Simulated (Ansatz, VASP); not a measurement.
**Two plane-wave programs on Nb**

```xyz
14
Lattice="4.6797 0.0000 0.0000 2.3399 4.0527 0.0000 0.0000 0.0000 28.4181" Properties=species:S:1:pos:R:3 pbc="T T T"
Nb    4.6797    2.7018    8.3539
Nb    0.0000    0.0000    9.0504
Nb    2.3399    1.3509    9.8647
Nb    4.6797    2.7018   10.9275
Nb    0.0000    0.0000   11.8070
Nb    2.3399    1.3509   12.7828
Nb    4.6797    2.7018   13.7748
Nb    0.0000    0.0000   14.6434
Nb    2.3399    1.3509   15.6353
Nb    4.6797    2.7018   16.6111
Nb    0.0000    0.0000   17.4907
Nb    2.3399    1.3509   18.5534
Nb    4.6797    2.7018   19.3678
Nb    0.0000    0.0000   20.0642
```

Alike in both runs: functional PBE; k mesh 8 × 8 × 1; no spin polarisation.

Ansatz relaxed the structure, and its values are those at the end. VASP's run is a single point on that final structure, the one shown.

```csv
,VASP,Ansatz
version,VASP 6.6.1,Ansatz 0.2.0
potentials or method,"VASP PAW PBE potentials, release 64 (Nb_sv)","plane-wave PAW, scalar-relativistic"
plane-wave cutoff (eV),520,420
occupations,"methfessel-paxton of order 1, width 0.1 eV","cold, width 0.1 eV"
valence electrons in the cell,182,182
```

Ansatz gave:

| Item | Value |
| --- | --- |
| rms of the force components (eV/Å) | 0.002 |

**Question.** What did VASP give for the same quantities?

**Answer.** rms of the force components (eV/Å): 0.008.
